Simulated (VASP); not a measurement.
Here is a VASP 6.6.1 calculation.

INCAR

```
SYSTEM = ZnSiP2
PREC = Accurate
ENCUT = 500
EDIFF = 1E-7
ISMEAR = 0
SIGMA = 0.02
LREAL = .FALSE.
LASPH = .TRUE.
NELM = 120
ALGO = Normal
ISIF = 3
LWAVE = .FALSE.
LCHARG = .FALSE.
GGA = CA
IBRION = 2
NSW = 70
EDIFFG = -0.005
GGA_COMPAT = .FALSE.
NELMIN = 4
```

KPOINTS

```
regular mesh
0
G
  8 8 8
  0 0 0
```

File POSCAR:

```
ZnSiP2
1.0
   -2.7089149817      2.7089149817      5.2688230777
    2.7089149817     -2.7089149817      5.2688230777
    2.7089149817      2.7089149817     -5.2688230777
Zn Si P
2 2 4
Direct
    0.0000000000      0.0000000000      0.0000000000
    0.7500000000      0.2500000000      0.5000000000
    0.5000000000      0.5000000000      0.0000000000
    0.2500000000      0.7500000000      0.5000000000
    0.3750000000      0.3922484112      0.5172484112
    0.8750000000      0.8577515888      0.4827515888
    0.6077515888      0.1250000000      0.9827515888
    0.1422484112      0.6250000000      0.0172484112
```

Potentials or basis: VASP PAW LDA potentials, release 64 (Zn, Si, P).

The run is started by

```console
$ cat potpaw_LDA.64/Zn/POTCAR potpaw_LDA.64/Si/POTCAR potpaw_LDA.64/P/POTCAR > POTCAR
$ mpirun -np 1 vasp_std > vasp.out
```

(1) Predict the band gap on the k mesh.

(2) Estimate the space group after relaxing (to 0.05 Å).

(3) What does it give for the relaxed cell?

(4) Predict the relaxed volume.

Results:

(1) 1.12 eV, direct.

(2) I-42d (No. 122).

(3) a = 6.407 Å, b = 6.407 Å, c = 6.407 Å, α = 131.04°, β = 131.04°, γ = 71.75°.

(4) 18.30 Å³/atom.
